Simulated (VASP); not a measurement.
Si, 2 atoms in the cell. It takes space group I4_1/amd (No. 141, tetragonal). Conventional cell: a = 3.558 Å, b = 3.558 Å, c = 5.907 Å, α = 90.00°, β = 90.00°, γ = 90.00°. Si (site symmetry -4m2) has 4 Si at 2.31 Å within 3.1 Å.  This cell differs from its parent crystal: strain -0.080 along x and y, +0.080 along z.

- Program: VASP 6.6.1
- Task: single point
- Functional: PBE
- Potentials or basis: VASP PAW PBE potentials, release 64 (Si)
- Cutoff: 520 eV
- k mesh: 8 × 8 × 8
- Occupations: gaussian, width 0.05 eV
- Spin: no spin polarisation
- Dipole correction: no
- Further INCAR settings: ALGO = Normal; EDIFF = 1e-07; NBANDS = 11

Potentials or basis: VASP PAW PBE potentials, release 64 (Si).

Launch:

```bash
$ cat potpaw_PBE.64/Si/POTCAR > POTCAR
$ mpirun -np 1 vasp_std > vasp.out
```

Hardware: 1 thread of Intel(R) Xeon(R) Platinum 8559C (Emerald Rapids), with other jobs on the host.

Q: How long does it take, and how much memory?

A: Wall time 14 s on 1 thread of Intel(R) Xeon(R) Platinum 8559C (Emerald Rapids) (shared host), peak memory 0.16 GiB. Counts: scf iterations 12, k points 59.
